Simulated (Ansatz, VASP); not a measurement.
**Two plane-wave programs on InSe**

```
In Se
1.0
     5.82639   -2.05465    0.00000
     5.82639    2.05465    0.00000
    -1.72323    0.00000    4.77135
In Se
2 2
Cartesian
  10.2693 0.0000 0.2235
  -0.3398 0.0000 4.5479
  6.5489 0.0000 3.1918
  3.3807 0.0000 1.5795
```

Alike in both runs: functional PBEsol; k mesh 6 × 6 × 6; occupations fermi-dirac, width 0.02 eV; no spin polarisation.

|  | VASP | Ansatz |
| --- | --- | --- |
| version | VASP 6.6.1 | Ansatz 0.2.0 |
| potentials or method | VASP PAW PBE potentials, release 64 (In_d, Se) | Ansatz PAW |
| plane-wave cutoff (eV) | 500 | 420 |
| valence electrons in the cell | 38 | 58 |
| task | single point | band structure |

```tsv
	VASP	Ansatz	Ansatz less VASP
gap on the k mesh at the Fermi level (eV)	1.08	1.08	+0.008
least direct gap on the mesh (eV)	1.35	1.36	+0.006
pressure (GPa)	-1.1	-1.2	-0.08
traceless stress, the component that is largest in VASP (GPa)	-0.30	-0.29	+0.005
rms of the force components (eV/Å)	0.034	0.030	-0.0044
```

VASP's potentials were made for PBE, not for PBEsol. Atom by atom the forces differ by 0.010 eV/Å (rms over components). VASP's potentials hold 38 valence electrons a cell and Ansatz's 58, so a difference there can come from the potentials and not from the codes.
